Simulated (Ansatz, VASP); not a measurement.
# One calculation of Mo3W, two programs

```
CELL_PARAMETERS angstrom
0.00000 3.16599 3.16599
3.16599 0.00000 3.16599
3.16599 3.16599 0.00000
ATOMIC_POSITIONS crystal
Mo 0.75000 0.75000 0.75000
Mo 0.25000 0.25000 0.25000
Mo 0.00000 0.00000 0.00000
W 0.50000 0.50000 0.50000
```

Alike in both runs: functional PBE; k mesh 6 × 6 × 6; occupations gaussian, width 0.1 eV; no spin polarisation.

Ansatz relaxed the structure, and its values are those at the end. VASP's run is a single point on that final structure, the one shown.

|  | VASP | Ansatz |
| --- | --- | --- |
| version | VASP 6.6.1 | Ansatz 0.2.0 |
| potentials or method | VASP PAW PBE potentials, release 64 (Mo_sv, W_sv), cutoff 520 eV | scalar-relativistic, plane waves, PAW |
| valence electrons in the cell | 56 | 56 |

|  | VASP | Ansatz | Ansatz less VASP |
| --- | --- | --- | --- |
| gap on the k mesh at the Fermi level (eV) | none | none | - |
| pressure (GPa) | 0.5 | 0.0 | -0.51 |

A gap of «none» marks a metal or a gap that the smearing closes.

Neither program's run includes spin-orbit coupling.
